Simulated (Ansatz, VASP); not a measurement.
# InAs in VASP and in Ansatz

File POSCAR:

```
InAs
1.0
    0.0000000000      3.0180000000      3.0180000000
    3.0180000000      0.0000000000      3.0180000000
    3.0180000000      3.0180000000      0.0000000000
In As
1 1
Direct
    0.0000000000      0.0000000000      0.0000000000
    0.7500000000      0.7500000000      0.7500000000
```

File INCAR.step1:

```
SYSTEM = InAs
PREC     = Accurate       ! precision mode
ENCUT    = 520            ! plane-wave cutoff, eV
EDIFF    = 1E-5           ! SCF threshold, eV
ISMEAR   = -1             ! smearing method
SIGMA    = 0.05           ! smearing width, eV
LREAL    = .FALSE.        ! projectors in reciprocal space
LASPH    = .TRUE.         ! aspherical terms in the spheres
NELM     = 100            ! most SCF steps
ALGO     = Normal         ! electronic algorithm
ISIF     = 2              ! what is computed and relaxed
LWAVE    = .TRUE.         ! write WAVECAR
LCHARG   = .FALSE.        ! write CHGCAR
GGA      = PE             ! functional
NBANDS   = 16             ! bands
```

File INCAR.step2:

```
SYSTEM = InAs
PREC     = Accurate       ! precision mode
ENCUT    = 520            ! plane-wave cutoff, eV
EDIFF    = 1E-7           ! SCF threshold, eV
ISMEAR   = -1             ! smearing method
SIGMA    = 0.05           ! smearing width, eV
LREAL    = .FALSE.        ! projectors in reciprocal space
LASPH    = .TRUE.         ! aspherical terms in the spheres
NELM     = 100            ! most SCF steps
ALGO     = Normal         ! electronic algorithm
ISIF     = 2              ! what is computed and relaxed
LWAVE    = .FALSE.        ! write WAVECAR
LCHARG   = .FALSE.        ! write CHGCAR
GGA      = PE             ! functional
LHFCALC  = .TRUE.         ! exact exchange
AEXX     = 0.15           ! exact-exchange fraction
HFSCREEN = 0.2            ! screening, 1/A
PRECFOCK = Normal       
ISTART   = 1            
NBANDS   = 16             ! bands
```

File KPOINTS:

```
regular mesh
0
G
  4 4 4
  0 0 0
```

Contents of input.yaml:

```yaml
crystal:
  lattice:
    - [0.0, 3.018, 3.018]
    - [3.018, 0.0, 3.018]
    - [3.018, 3.018, 0.0]
  atoms:
    - { symbol: In, position: [0.0, 0.0, 0.0] }
    - { symbol: As, position: [0.75, 0.75, 0.75] }
kpoints:
  mp_grid: { grid: [4, 4, 4] }
scf:
  occupations: { method: fermi_dirac, width: 0.05 }
hamiltonian:
  xc: { preset: hse06, exx: { coeff: 0.15, omega: 0.2 } }
  pseudopotentials: { kind: all_electron, datasets: crystal }
output:
  forces: true
  stress: true
```

Alike in both runs: task single point; functional PBE-based screened hybrid; k mesh 4 × 4 × 4; occupations fermi-dirac, width 0.05 eV; no spin polarisation.

```csv
,VASP,Ansatz
version,VASP 6.6.1,Ansatz 0.2.0
potentials or method,"VASP PAW PBE potentials, release 64 (In_d, As), cutoff 520 eV",all-electron PAW datasets made for the crystal
```

```tsv
	VASP	Ansatz	Ansatz less VASP
gap on the k mesh at the Fermi level (eV)	0.28	0.29	+0.002
least direct gap on the mesh (eV)	0.28	0.29	+0.002
pressure (GPa)	3.1	3.2	+0.14
```

VASP's potentials were made for PBE, not for PBE-based screened hybrid. Ansatz ran all-electron here, and VASP with PAW potentials.

The k mesh is coarse, so the values compare programs but aren't converged. Noted on Ansatz's run: the program warned that the printed levels may be off, so bands, gaps and densities of states are rough.
